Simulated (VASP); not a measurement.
A run of VASP 6.6.1 is set up as follows.

The input INCAR:

```
SYSTEM = Al2GaAs3
  PREC = Accurate
  ENCUT = 520
  EDIFF = 1E-6
  ISMEAR = 0
  SIGMA = 0.1
  LREAL = .FALSE.
  LASPH = .TRUE.
  NELM = 80
  ALGO = Normal
  ISIF = 2
  LWAVE = .FALSE.
  LCHARG = .TRUE.
  GGA = PE
  LELF = .TRUE.
  LVHAR = .TRUE.
  NBANDS = 26
```

The input KPOINTS:

```
Automatic mesh
0
G
  6 6 2
  0 0 0
```

POSCAR

```
Al2GaAs3
1.0
    4.0553465492      0.0000000000      0.0000000000
   -2.0276732746      3.5120331328      0.0000000000
    0.0000000000      0.0000000000      9.9119846177
Al Ga As
2 1 3
Direct
    0.3333333333      0.6666666667      0.6668882613
    0.6666666667      0.3333333333      0.3338778378
    0.0000000000      0.0000000000     -0.0002489221
    0.0000000000      0.0000000000      0.7489547056
    0.3333333333      0.6666666667      0.4164988689
    0.6666666667      0.3333333333      0.0840292484
```

Potentials or basis: VASP PAW PBE potentials, release 64 (Al, Ga_d, As).

Command:

```sh
$ cat potpaw_PBE.64/Al/POTCAR potpaw_PBE.64/Ga_d/POTCAR potpaw_PBE.64/As/POTCAR > POTCAR
$ mpirun -np 1 vasp_std > vasp.out
```

Problem. Estimate the band gap on the k mesh.

Solution. 0.96 eV.

Problem. What does it give for the largest force?

Solution. 0.007 eV/Å.

Problem. Estimate the pressure.

Solution. 0.3 GPa.

Forces on the atoms (eV/Å):
```
Al   0.000  0.000 -0.003
Al   0.000  0.000 -0.005
Ga   0.000  0.000 -0.001
As   0.000  0.000 -0.002
As   0.000  0.000  0.003
As   0.000  0.000  0.007
```

A k mesh can miss the band edges.
